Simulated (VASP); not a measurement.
# Co3O4 (Fd-3m) in VASP: single point with PBEsol+U

Aim: the single point of Co3O4 with PBEsol+U.

Everything below comes from runs of VASP 6.6.1. Logs are shortened: lines on timing, memory, paths and dates and some standing lists are left out, and cuts for length are marked.

## Step 1: The cell of the first run

It takes space group Fd-3m (No. 227, cubic). The conventional cell has a = 8.118 Å, b = 8.118 Å, c = 8.118 Å, α = 90.00°, β = 90.00°, γ = 90.00°. Within 2.6 Å of Co (site symmetry -43m) lie 4 O at 1.93 Å. Within 2.6 Å of Co (site symmetry -3m) lie 6 O at 1.93 Å. Within 2.6 Å of O (site symmetry 3m) lie 4 Co at 1.93 Å and 3 O at 2.58 Å.

## Step 2: Single point, PBEsol+U, collinear spin

The input, INCAR:

```
PREC     = Accurate       # precision mode
ENCUT    = 700            # plane-wave cutoff, eV
EDIFF    = 1E-6           # SCF threshold, eV
ISMEAR   = -1             # smearing method
SIGMA    = 0.05           # smearing width, eV
LREAL    = F              # projectors in reciprocal space
LASPH    = T              # aspherical terms in the spheres
NELM     = 200            # most SCF steps
ALGO     = Normal         # electronic algorithm
ISIF     = 2              # what is computed and relaxed
LWAVE    = F              # write WAVECAR
LCHARG   = T              # write CHGCAR
ISPIN    = 2              # spin polarisation
MAGMOM   = 2.59 2.59 0.08 0.08 0.08 0.08 0.04 0.04 0.04 0.04 0.04 0.04 0.04 0.04 # initial moments
LORBIT   = 11             # projections on sites
LMAXMIX  = 4              # l up to which the mixer works
LDAU     = T              # DFT+U
LDAUTYPE = 2            
LDAUL    = 2 -1           # shell
LDAUU    = 2.9 0          # U, eV
LDAUJ    = 0 0          
LDAUPRINT= 1            
GGA      = PS             # functional
LELF     = T              # ELF
LVHAR    = T            
NBANDS   = 92             # bands
GGA_COMPAT= F
```

The input, KPOINTS:

```
Automatic mesh
0
Gamma
  3 3 3
```

The input, POSCAR:

```
Co3O4
1.0
    0.0000000000      4.0589000000      4.0589000000
    4.0589000000      0.0000000000      4.0589000000
    4.0589000000      4.0589000000      0.0000000000
Co O
6 8
Direct
    0.7500000000      0.7500000000      0.7500000000
    0.5000000000      0.5000000000      0.5000000000
    0.1250000000      0.1250000000      0.1250000000
    0.6250000000      0.1250000000      0.1250000000
    0.1250000000      0.1250000000      0.6250000000
    0.1250000000      0.6250000000      0.1250000000
    0.8875000000      0.8875000000      0.8875000000
    0.9125000000      0.3625000000      0.3625000000
    0.8875000000      0.8875000000      0.3375000000
    0.3625000000      0.9125000000      0.3625000000
    0.3375000000      0.8875000000      0.8875000000
    0.3625000000      0.3625000000      0.3625000000
    0.8875000000      0.3375000000      0.8875000000
    0.3625000000      0.3625000000      0.9125000000
```

Potentials or basis: VASP PAW PBE potentials, release 64 (Co_sv, O).

The run is started by

```console
cat potpaw_PBE.64/Co_sv/POTCAR potpaw_PBE.64/O/POTCAR > POTCAR
mpirun -np 1 vasp_std > vasp.out
```

OUTCAR:

```text
PREC = Accurate
   ENCUT = 700
   EDIFF = 1E-6
   ISMEAR = -1
   LREAL = F
   LASPH = T
   NELM = 200
   ISIF = 2
   ISPIN = 2
   LORBIT = 11
   GGA = PS

 ion  position               nearest neighbor table
   1  0.750  0.750  0.750-   9 1.93  11 1.93  13 1.93   7 1.93
   2  0.500  0.500  0.500-   8 1.93  10 1.93  14 1.93  12 1.93
   3  0.125  0.125  0.125-   8 1.93   9 1.93  10 1.93  11 1.93  13 1.93  14 1.93
   4  0.625  0.125  0.125-   7 1.93  12 1.93  10 1.93   9 1.93  13 1.93  14 1.93
   5  0.125  0.125  0.625-   7 1.93  12 1.93  10 1.93  11 1.93   8 1.93  13 1.93
   6  0.125  0.625  0.125-   7 1.93  12 1.93   9 1.93  11 1.93   8 1.93  14 1.93
   7  0.888  0.888  0.888-   4 1.93   5 1.93   6 1.93   1 1.93
   8  0.913  0.362  0.362-   3 1.93   5 1.93   6 1.93   2 1.93
   9  0.888  0.888  0.337-   3 1.93   4 1.93   6 1.93   1 1.93
  10  0.362  0.913  0.362-   3 1.93   4 1.93   5 1.93   2 1.93
  11  0.337  0.888  0.888-   3 1.93   5 1.93   6 1.93   1 1.93
  12  0.362  0.362  0.362-   4 1.93   5 1.93   6 1.93   2 1.93
  13  0.888  0.337  0.888-   3 1.93   4 1.93   5 1.93   1 1.93
  14  0.362  0.362  0.913-   3 1.93   4 1.93   6 1.93   2 1.93

  LATTYP: Found a face centered cubic cell.
 ALAT       =     8.1178000000

  Lattice vectors:

 A1 = (   0.0000000000,   4.0589000000,   4.0589000000)
 A2 = (   4.0589000000,   0.0000000000,   4.0589000000)
 A3 = (   4.0589000000,   4.0589000000,   0.0000000000)

Analysis of symmetry for initial positions (statically):
=====================================================================
 Subroutine PRICEL returns:
 Original cell was already a primitive cell.

 Routine SETGRP: Setting up the symmetry group for a
 face centered cubic supercell.

 Subroutine GETGRP returns: Found 48 space group operations
 (whereof 24 operations were pure point group operations)
 out of a pool of 48 trial point group operations.

The static configuration has the point symmetry T_d .
 The point group associated with its full space group is O_h .

Analysis of symmetry for dynamics (positions and initial velocities):
=====================================================================
 Subroutine PRICEL returns:
 Original cell was already a primitive cell.

 Routine SETGRP: Setting up the symmetry group for a
 face centered cubic supercell.

 Subroutine GETGRP returns: Found 48 space group operations
 (whereof 24 operations were pure point group operations)
 out of a pool of 48 trial point group operations.

The dynamic configuration has the point symmetry T_d .
 The point group associated with its full space group is O_h .
[... 738 lines left out ...]

 k-point     1 :       0.0000    0.0000    0.0000
  band No.  band energies     occupation
      1     -87.5085      1.00000
      2     -87.5027      1.00000
      3     -87.5027      1.00000
      4     -87.5027      1.00000
      5     -85.9475      1.00000
      6     -85.9473      1.00000
[... 349 lines left out ...]
     86      10.3958      0.00000
     87      13.8939      0.00000
 [bands above 87 left out]

------------------------ aborting loop because EDIFF is reached ----------------------------------------

  FORCE on cell =-STRESS in cart. coord.  units (eV):
  Direction    XX          YY          ZZ          XY          YZ          ZX
  --------------------------------------------------------------------------------------
  -------------------------------------------------------------------------------------
  Total       -7.1237869     -7.1237869     -7.1237869      0.0000000      0.0000000      0.0000000
  in kB      -85.3427148    -85.3427148    -85.3427148      0.0000000      0.0000000      0.0000000
  external PRESSURE =     -85.3427148 kB  Pullay stress =       0.0000000 kB

 VOLUME and BASIS-vectors are now :
 -----------------------------------------------------------------------------
  energy-cutoff  :      700.00
  volume of cell :      133.74
      direct lattice vectors                 reciprocal lattice vectors
     0.000000000  4.058900000  4.058900000    -0.123186085  0.123186085  0.123186085
     4.058900000  0.000000000  4.058900000     0.123186085 -0.123186085  0.123186085
     4.058900000  4.058900000  0.000000000     0.123186085  0.123186085 -0.123186085

 POSITION                                       TOTAL-FORCE (eV/Angst)
 -----------------------------------------------------------------------------------
      6.08835      6.08835      6.08835        -0.000000     -0.000000     -0.000000
      4.05890      4.05890      4.05890        -0.000000     -0.000000     -0.000000
      1.01473      1.01473      1.01473        -0.000000     -0.000000     -0.000000
      1.01473      3.04418      3.04418        -0.000000     -0.000000     -0.000000
      3.04418      3.04418      1.01473        -0.000000     -0.000000     -0.000000
      3.04418      1.01473      3.04418        -0.000000     -0.000000     -0.000000
      7.20455      7.20455      7.20455         0.338668      0.338668      0.338668
      2.94270      5.17510      5.17510        -0.338668      0.338668      0.338668
      4.97215      4.97215      7.20455        -0.338668     -0.338668      0.338668
      5.17510      2.94270      5.17510         0.338668     -0.338668      0.338668
      7.20455      4.97215      4.97215         0.338668     -0.338668     -0.338668
      2.94270      2.94270      2.94270        -0.338668     -0.338668     -0.338668
      4.97215      7.20455      4.97215        -0.338668      0.338668     -0.338668
      5.17510      5.17510      2.94270         0.338668      0.338668     -0.338668
 -----------------------------------------------------------------------------------
    total drift:                               -0.000000      0.000000      0.000000

  FREE ENERGIE OF THE ION-ELECTRON SYSTEM (eV)
  ---------------------------------------------------
  free  energy   TOTEN  =       -92.0573961374 eV

  energy  without entropy=      -92.0573960708  energy(sigma->0) =      -92.05739610

 total charge

# of ion       s       p       d       tot
------------------------------------------
    1        2.178   6.094   6.665  14.938
    2        2.178   6.094   6.665  14.938
    3        2.198   6.130   6.674  15.002
    4        2.198   6.130   6.674  15.002
    5        2.198   6.130   6.674  15.002
    6        2.198   6.130   6.674  15.002
    7        1.545   3.450   0.000   4.994
    8        1.545   3.450   0.000   4.994
    9        1.545   3.450   0.000   4.994
   10        1.545   3.450   0.000   4.994
   11        1.545   3.450   0.000   4.994
   12        1.545   3.450   0.000   4.994
   13        1.545   3.450   0.000   4.994
   14        1.545   3.450   0.000   4.994
--------------------------------------------------
tot         25.506  64.305  40.027 129.838

 magnetization (x)

# of ion       s       p       d       tot
------------------------------------------
    1        0.010   0.024   2.486   2.521
    2        0.010   0.024   2.486   2.521
    3        0.002   0.002   0.060   0.064
    4        0.002   0.002   0.060   0.064
    5        0.002   0.002   0.060   0.064
    6        0.002   0.002   0.060   0.064
    7        0.005   0.034   0.000   0.039
    8        0.005   0.034   0.000   0.039
    9        0.005   0.034   0.000   0.039
   10        0.005   0.034   0.000   0.039
   11        0.005   0.034   0.000   0.039
   12        0.005   0.034   0.000   0.039
   13        0.005   0.034   0.000   0.039
   14        0.005   0.034   0.000   0.039
--------------------------------------------------
tot          0.070   0.331   5.212   5.613
```

OSZICAR:

```text
N       E                     dE             d eps       ncg     rms          rms(c)
DAV:   1     0.445723819091E+04    0.44572E+04   -0.86011E+04  1824   0.484E+03
DAV:   2     0.108505173618E+04   -0.33722E+04   -0.32482E+04  1848   0.158E+03
[... 15 lines left out ...]
DAV:  18    -0.920573366273E+02   -0.14232E-03   -0.25835E-04  2432   0.183E-01    0.395E-02
DAV:  19    -0.920573834573E+02   -0.46830E-04   -0.13638E-04  2024   0.797E-02    0.199E-02
DAV:  20    -0.920573912015E+02   -0.77443E-05   -0.25483E-05  1992   0.406E-02    0.124E-02
DAV:  21    -0.920573945845E+02   -0.33830E-05   -0.46088E-06  1216   0.224E-02    0.740E-03
DAV:  22    -0.920573957816E+02   -0.11971E-05   -0.42926E-06  1328   0.172E-02    0.448E-03
DAV:  23    -0.920573961374E+02   -0.35580E-06   -0.11682E-06   880   0.135E-02
   1 F= -.92057396E+02 E0= -.92057396E+02  d E =-.665714E-07  mag=     5.9999
```

It took 6.5 min on 1 thread of Intel Xeon Platinum 8259CL at 2.50GHz (Skylake/Cascade Lake), shared host; peak memory 0.47 GiB.

Results:

| Item | Value |
| --- | --- |
| Free energy | -92.0574 eV |
| Pressure | -8.5 GPa |
| Largest force | 0.587 eV/Å |
| Band gap on the k mesh | 1.67 eV |
| Net moment | 6.00 μB per cell |
| Site moments | Co +2.52, +0.06 (each value once); O +0.04 μB |
| Valence electrons inside the program's atomic spheres | Co 14.94, 15.00 (each value once); O 4.99 |

Forces in eV/Å, atoms in the order of the input:
```
Co   0.000  0.000  0.000
Co   0.000  0.000  0.000
Co   0.000  0.000  0.000
Co   0.000  0.000  0.000
Co   0.000  0.000  0.000
Co   0.000  0.000  0.000
O    0.339  0.339  0.339
O   -0.339  0.339  0.339
O   -0.339 -0.339  0.339
O    0.339 -0.339  0.339
O    0.339 -0.339 -0.339
O   -0.339 -0.339 -0.339
O   -0.339  0.339 -0.339
O    0.339  0.339 -0.339
```

Eigenvalues of the final occupation matrices:
| site | spin | trace | eigenvalues |
| --- | --- | --- | --- |
| site 1 d | 1 | 4.59 | 0.91 0.91 0.92 0.92 0.92 |
| site 1 d | 2 | 2.10 | 0.11 0.11 0.11 0.89 0.89 |
| site 2 d | 1 | 4.59 | 0.91 0.91 0.92 0.92 0.92 |
| site 2 d | 2 | 2.10 | 0.11 0.11 0.11 0.89 0.89 |
| site 3 d | 1 | 3.38 | 0.32 0.32 0.92 0.92 0.92 |
| site 3 d | 2 | 3.32 | 0.30 0.30 0.91 0.91 0.91 |
| site 4 d | 1 | 3.38 | 0.32 0.32 0.92 0.92 0.92 |
| site 4 d | 2 | 3.32 | 0.30 0.30 0.91 0.91 0.91 |
| site 5 d | 1 | 3.38 | 0.32 0.32 0.92 0.92 0.92 |
| site 5 d | 2 | 3.32 | 0.30 0.30 0.91 0.91 0.91 |
| site 6 d | 1 | 3.38 | 0.32 0.32 0.92 0.92 0.92 |
| site 6 d | 2 | 3.32 | 0.30 0.30 0.91 0.91 0.91 |

Caveat: the k points lie up to 0.45 Å⁻¹ apart; the PAW data sets were made with another functional, which shifts forces and pressure a little; an odd mesh through Γ misses points on the zone boundary, where band edges can lie.
